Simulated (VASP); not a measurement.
Input of a VASP 6.6.1 run:

The input INCAR:

```
ALGO = Fast ; EDIFF = 1E-6
ENCUT = 520 ; GGA = PE
ISIF = 2 ; ISMEAR = 0
LASPH = True ; LCHARG = False
LREAL = False ; LWAVE = False
NBANDS = 14 ; NELM = 60
PREC = Accurate ; SIGMA = 0.15
```

KPOINTS

```
k-points
0
Gamma
  21 21 12
```

The input POSCAR:

```
TiAl
1.0
    2.9065446789      0.0000000000      0.0000000000
   -1.4532723394      2.5171415292      0.0000000000
    0.0000000000      0.0000000000      4.5524873213
Ti Al
1 1
Direct
    0.0000000000      0.0000000000      0.0000000000
    0.3333333333      0.6666666667      0.5000000000
```

Potentials or basis: VASP PAW PBE potentials, release 64 (Ti_sv, Al).

Run with:

```bash
$ cat potpaw_PBE.64/Ti_sv/POTCAR potpaw_PBE.64/Al/POTCAR > POTCAR
$ mpirun -np 1 vasp_std > vasp.out
```

Task: What does it give for the band gap on the k mesh?

Result: Zero (an odd number of electrons rules out a gap without spin polarisation).

Task: What does it give for the pressure?

Result: 0.8 GPa.

Stress tensor (GPa, compression positive):
```
-0.44  0.00  0.00
 0.00 -0.44  0.00
 0.00  0.00  3.38
```
